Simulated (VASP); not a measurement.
# KTaO3 (P4/mmm) in VASP: dielectric tensor with r2SCAN

Aim: the dielectric tensor of KTaO3 with r2SCAN.

Everything below comes from runs of VASP 6.6.1. Logs are shortened: lines on timing, memory, paths and dates and some standing lists are left out, and cuts for length are marked.

## Step 1: The cell of the first run

It takes space group P4/mmm (No. 123, tetragonal). Conventional cell: a = 3.990 Å, b = 3.990 Å, c = 3.910 Å, α = 90.00°, β = 90.00°, γ = 90.00°. Within 3.7 Å of K (site symmetry 4/mmm) lie 12 O at 2.79 to 2.82 Å and 8 Ta at 3.43 Å. Within 2.6 Å of Ta (site symmetry 4/mmm) lie 6 O at 1.96 to 2.00 Å. Within 2.6 Å of O (site symmetry 4/mmm) lie 2 Ta at 1.96 Å. Within 2.6 Å of O (site symmetry mmm) lie 2 Ta at 2.00 Å.

## Step 2: Dielectric tensor, r2SCAN (uniaxial z strain -2.0%)

Input file INCAR:

```
PREC     = Accurate       # precision mode
ENCUT    = 520            # plane-wave cutoff, eV
EDIFF    = 1E-8           # SCF threshold, eV
ISMEAR   = 0              # smearing method
SIGMA    = 0.01           # smearing width, eV
LREAL    = F              # projectors in reciprocal space
LASPH    = T              # aspherical terms in the spheres
NELM     = 60             # most SCF steps
ALGO     = Normal         # electronic algorithm
ISIF     = 2              # what is computed and relaxed
LWAVE    = F              # write WAVECAR
LCHARG   = F              # write CHGCAR
METAGGA  = R2SCAN         # meta-GGA
LMIXTAU  = T            
LCALCEPS = T
```

Input file KPOINTS:

```
regular mesh
0
Gamma
  6 6 6
```

Input file POSCAR:

```
KTaO3
1.0
    3.9901311030      0.0000000000      0.0000000000
    0.0000000000      3.9901311030      0.0000000000
    0.0000000000      0.0000000000      3.9103284809
K Ta O
1 1 3
Direct
    0.0000000000      0.0000000000      0.0000000000
    0.5000000000      0.5000000000      0.5000000000
    0.5000000000      0.5000000000      0.0000000000
    0.5000000000      0.0000000000      0.5000000000
    0.0000000000      0.5000000000      0.5000000000
```

Potentials or basis: VASP PAW PBE potentials, release 64 (K_sv, Ta_pv, O).

On the command line:

```console
$ cat potpaw_PBE.64/K_sv/POTCAR potpaw_PBE.64/Ta_pv/POTCAR potpaw_PBE.64/O/POTCAR > POTCAR
$ mpirun -np 1 vasp_std > vasp.out
```

OUTCAR:

```text
PREC = Accurate
   ENCUT = 520
   EDIFF = 1E-8
   ISMEAR = 0
   LREAL = F
   LASPH = T
   NELM = 60
   ISIF = 2
   METAGGA = R2SCAN

 ion  position               nearest neighbor table
   1  0.000  0.000  0.000-   4 2.79   5 2.79   4 2.79   5 2.79   5 2.79   5 2.79   4 2.79   4 2.79
                             3 2.82   3 2.82   3 2.82   3 2.82   2 3.43   2 3.43   2 3.43   2 3.43
   2  0.500  0.500  0.500-   3 1.96   3 1.96   5 2.00   4 2.00   4 2.00   5 2.00   1 3.43   1 3.43
                             1 3.43   1 3.43   1 3.43   1 3.43   1 3.43   1 3.43
   3  0.500  0.500  0.000-   2 1.96   2 1.96   1 2.82   1 2.82   1 2.82   1 2.82
   4  0.500  0.000  0.500-   2 2.00   2 2.00   1 2.79   1 2.79   1 2.79   1 2.79
   5  0.000  0.500  0.500-   2 2.00   2 2.00   1 2.79   1 2.79   1 2.79   1 2.79

  LATTYP: Found a simple tetragonal cell.
 ALAT       =     3.9901311030
 C/A-ratio  =     0.9800000000

  Lattice vectors:

 A1 = (   3.9901311030,   0.0000000000,   0.0000000000)
 A2 = (   0.0000000000,   3.9901311030,   0.0000000000)
 A3 = (   0.0000000000,   0.0000000000,   3.9103284809)

Analysis of symmetry for initial positions (statically):
=====================================================================
 Subroutine PRICEL returns:
 Original cell was already a primitive cell.

 Routine SETGRP: Setting up the symmetry group for a
 simple tetragonal supercell.

 Subroutine GETGRP returns: Found 16 space group operations
 (whereof 16 operations were pure point group operations)
 out of a pool of 16 trial point group operations.

The static configuration has the point symmetry D_4h.

Analysis of symmetry for dynamics (positions and initial velocities):
=====================================================================
 Subroutine PRICEL returns:
 Original cell was already a primitive cell.

 Routine SETGRP: Setting up the symmetry group for a
 simple tetragonal supercell.

 Subroutine GETGRP returns: Found 16 space group operations
 (whereof 16 operations were pure point group operations)
 out of a pool of 16 trial point group operations.

The dynamic configuration has the point symmetry D_4h.

 Subroutine INISYM returns: Found 16 space group operations
 (whereof 16 operations are pure point group operations),
 and found     1 'primitive' translations

----------------------------------------------------------------------------------------

                                     Primitive cell

  volume of cell :      62.2569

  direct lattice vectors                    reciprocal lattice vectors
     3.990131103  0.000000000  0.000000000     0.250618332  0.000000000  0.000000000
     0.000000000  3.990131103  0.000000000     0.000000000  0.250618332  0.000000000
     0.000000000  0.000000000  3.910328481     0.000000000  0.000000000  0.255732991

  length of vectors
     3.990131103  3.990131103  3.910328481     0.250618332  0.250618332  0.255732991

  position of ions in fractional coordinates (direct lattice)
     0.000000000  0.000000000  0.000000000
     0.500000000  0.500000000  0.500000000
     0.500000000  0.500000000  0.000000000
     0.500000000  0.000000000  0.500000000
     0.000000000  0.500000000  0.500000000

  ion indices of the primitive-cell ions
   primitive index   ion index
                 1           1
                 2           2
                 3           3
                 4           4
                 5           5

----------------------------------------------------------------------------------------

 KPOINTS: regular mesh

Automatic generation of k-mesh.
 Grid dimensions read from file:
 generate k-points for:    6    6    6

 Generating k-lattice:

  Cartesian coordinates                     Fractional coordinates (reciprocal lattice)
     0.041769722  0.000000000  0.000000000     0.166666667  0.000000000  0.000000000
     0.000000000  0.041769722  0.000000000     0.000000000  0.166666667  0.000000000
[... 54 lines left out ...]
   LSORBIT =      F    spin-orbit coupling
   LASPH  =      T    aspherical Exc in radial PAW
   ENCUT  =  520.0 eV  38.22 Ry    6.18 a.u.   7.42  7.42  7.27*2*pi/ulx,y,z
   NELM   =     60;   NELMIN=  2; NELMDL= -5     # of ELM steps
   EDIFF  = 0.1E-07   stopping-criterion for ELM
   LREAL  =      F    real-space projection
   EDIFFG = 0.1E-06   stopping-criterion for IOM
   NSW    =      0    number of steps for IOM
   IBRION =     -1    ionic relax: 0-MD 1-quasi-New 2-CG
   NFREE  =      0    steps in history (QN), initial steepest desc. (CG)
   ISIF   =      2    stress and relaxation
   ISYM   =      2    0-nonsym 1-usesym 2-fastsym
   POTIM  = 0.5000    time-step for ionic-motion
   TEBEG  =    0.0;   TEEND  =   0.0 temperature during run
   PSTRESS=    0.0 pullay stress
   NELECT =      38.0000    total number of electrons
   NUPDOWN=      -1.0000    fix difference up-down
   EMIN   =  10.00;   EMAX   =-10.00  energy-range for DOS
   EFERMI =   0.00;   METHOD = LEGACY
   ISMEAR =     0;   SIGMA  =   0.01  broadening in eV -4-tet -1-fermi 0-gaus
   EFERMI_NEDOS =   21; number of points for ismear=-14 and -15
   IALGO  =     38    algorithm
   IMIX   =      4    mixing-type and parameters
     AMIX     =   0.40;   BMIX     =  1.00
     AMIX_MAG =   1.60;   BMIX_MAG =  1.00
  volume/ion in A,a.u.               =      12.45        84.03
  Fermi-wavevector in a.u.,A,eV,Ry     =   1.388695  2.624253 26.238475  1.928474
  Thomas-Fermi vector in A             =   2.512796
   LORBIT       =      0    0 simple, 1 ext, 2 COOP (PROOUT), +10 PAW based schemes
   METAGGA = R2SCAN    functional components
   LHFCALC =     F    Hartree Fock is set to
   AEXX    =    0.0000 exact exchange contribution
   IVDW    =     0    specifies the selected vdW correction
   LEPSILON=     F    determine dielectric tensor
   LRPA    =     F    only Hartree local field effects (RPA)
   LRPA       =     F
 non-spin polarized calculation
 Gauss-broadening in eV      SIGMA  =   0.01
  energy-cutoff  :      520.00
  volume of cell :       62.26
 maximum number of plane-waves:      1719
 NGX is ok and might be reduce to    30
   NGX = 15   NGY = 15   NGZ = 15

 Total electronic dipole moment: p[elc]=(    -3.99013     4.00354     3.91033 ) |e| Angst

 number of electron      37.9999985 magnetization

 Free energy of the ion-electron system (eV)
  ---------------------------------------------------
  ext. energy  EPLUGINS =         0.00000000
  ---------------------------------------------------
  free energy    TOTEN  =       -87.15253906 eV

  energy without entropy =      -87.15253906  energy(sigma->0) =      -87.15253906

 E-fermi :   1.6853     XC(G=0): -11.6640

 val. band max:        1.5703309145   @ k =   0.5000   0.5000   0.5000
 cond. band min:   10000.0000000000   @ k =   0.0000   0.0000   0.0000
 fundamental gap:   9998.4296690855
 Fermi energy:         1.6852720571

 k-point     1 :       0.0000    0.0000    0.0000
  band No.  band energies     occupation
      1     -33.6647      2.00000
      2     -33.6261      2.00000
      3     -33.6261      2.00000
      4     -26.8847      2.00000
      5     -17.1145      2.00000
      6     -16.4676      2.00000
[... 613 lines left out ...]
     22   10000.0000      0.00000
     23   10000.0000      0.00000

 [... further k-points ...]

------------------------ aborting loop because EDIFF is reached ----------------------------------------

            Ionic dipole moment: p[ion]=(   -45.88651   -45.88651   -44.96878 ) |e| Angst

 Total electronic dipole moment: p[elc]=(    -3.99013    -3.99013     3.92358 ) |e| Angst

 MACROSCOPIC STATIC DIELECTRIC TENSOR (including local field effects)
 ------------------------------------------------------
           4.897468     0.000000     0.000000
          -0.000000     4.897468    -0.000000
          -0.000000    -0.000000     4.850697
 ------------------------------------------------------

 PIEZOELECTRIC TENSOR (including local field effects) (e Angst)
          XX          YY          ZZ          XY          YZ          ZX
  --------------------------------------------------------------------------------
  x     0.00000     0.00000     0.00000     0.00000     0.00000     0.00000
  y     0.00000     0.00000     0.00000     0.00000     0.00000     0.00000
  z     0.00000     0.00000     0.00000     0.00000     0.00000     0.00000

 PIEZOELECTRIC TENSOR (including local field effects) (C/m^2)
          XX          YY          ZZ          XY          YZ          ZX
  --------------------------------------------------------------------------------
  x     0.00000     0.00000     0.00000     0.00000     0.00000     0.00000
  y     0.00000     0.00000     0.00000     0.00000     0.00000     0.00000
  z     0.00000     0.00000     0.00000     0.00000     0.00000     0.00000

 BORN EFFECTIVE CHARGES (including local field effects) (in |e|, cummulative output)
 ---------------------------------------------------------------------------------
 ion    1
    1     1.13162     0.00000     0.00000
    2     0.00000     1.13162     0.00000
    3     0.00000     0.00000     1.13685
 ion    2
    1     8.46133     0.00000     0.00000
    2     0.00000     8.46133     0.00000
    3     0.00000    -0.00000     8.63412
 ion    3
    1    -1.64229     0.00000     0.00000
    2     0.00000    -1.64229     0.00000
    3     0.00000    -0.00000    -6.48591
 ion    4
    1    -1.65808     0.00000     0.00000
    2     0.00000    -6.29257     0.00000
    3     0.00000     0.00000    -1.64253
 ion    5
    1    -6.29257     0.00000     0.00000
    2     0.00000    -1.65808     0.00000
    3     0.00000    -0.00000    -1.64253

  FORCE on cell =-STRESS in cart. coord.  units (eV):
  Direction    XX          YY          ZZ          XY          YZ          ZX
  --------------------------------------------------------------------------------------
  -------------------------------------------------------------------------------------
  Total        1.0576180      1.0576180      4.4314441      0.0000000      0.0000000      0.0000000
  in kB       27.2177269     27.2177269    114.0429089      0.0000000      0.0000000      0.0000000
  external PRESSURE =      56.1594542 kB  Pullay stress =       0.0000000 kB

 VOLUME and BASIS-vectors are now :
 -----------------------------------------------------------------------------
  energy-cutoff  :      520.00
  volume of cell :       62.26
      direct lattice vectors                 reciprocal lattice vectors
     3.990131103  0.000000000  0.000000000     0.250618332  0.000000000  0.000000000
     0.000000000  3.990131103  0.000000000     0.000000000  0.250618332  0.000000000
     0.000000000  0.000000000  3.910328481     0.000000000  0.000000000  0.255732991

 POSITION                                       TOTAL-FORCE (eV/Angst)
 -----------------------------------------------------------------------------------
      0.00000      0.00000      0.00000         0.000000      0.000000      0.000000
      1.99507      1.99507      1.95516         0.000000      0.000000      0.000000
      1.99507      1.99507      0.00000         0.000000      0.000000      0.000000
      1.99507      0.00000      1.95516         0.000000      0.000000      0.000000
      0.00000      1.99507      1.95516         0.000000      0.000000      0.000000
 -----------------------------------------------------------------------------------
    total drift:                                0.000000      0.000000     -0.000000

  FREE ENERGIE OF THE ION-ELECTRON SYSTEM (eV)
  ---------------------------------------------------
  free  energy   TOTEN  =       -87.1525390620 eV

  energy  without entropy=      -87.1525390620  energy(sigma->0) =      -87.15253906
```

It took 2.9 h on 1 thread of Oxide Virtual Turin-like, shared host; peak memory 0.46 GiB.

Results:

```
Band gap on the k mesh                  : 2.60 eV (least direct gap 3.25 eV)
Electronic dielectric tensor (diagonal) : 4.90, 4.90, 4.85
Born charges (mean of the diagonal)     : K +1.13; Ta +8.52; O -3.26, -3.20 (each value once) e
```

Electronic dielectric tensor:
```
4.90 0.00 0.00
0.00 4.90 0.00
0.00 0.00 4.85
```

Born effective charge tensors (e):
atom 1, K
```
1.13 0.00 0.00
0.00 1.13 0.00
0.00 0.00 1.14
```
atom 2, Ta
```
8.46 0.00 0.00
0.00 8.46 0.00
0.00 0.00 8.63
```
atom 3, O
```
-1.64  0.00  0.00
 0.00 -1.64  0.00
 0.00  0.00 -6.49
```
atom 4, O
```
-1.66  0.00  0.00
 0.00 -6.29  0.00
 0.00  0.00 -1.64
```
atom 5, O
```
-6.29  0.00  0.00
 0.00 -1.66  0.00
 0.00  0.00 -1.64
```

Dipole moments of the cell (e·Å, modulo the quantum): ionic -45.887, -45.887, -44.969; electronic -3.990, -3.990, 3.924

Caveat: the cell differs from its parent crystal (uniaxial z strain -2.0%); the PAW data sets were made with another functional, which shifts forces and pressure a little; spin-orbit coupling is left out, which moves the levels of the heavy elements.

The gap in the log of VASP goes by the Fermi energy; the results here count the filled bands.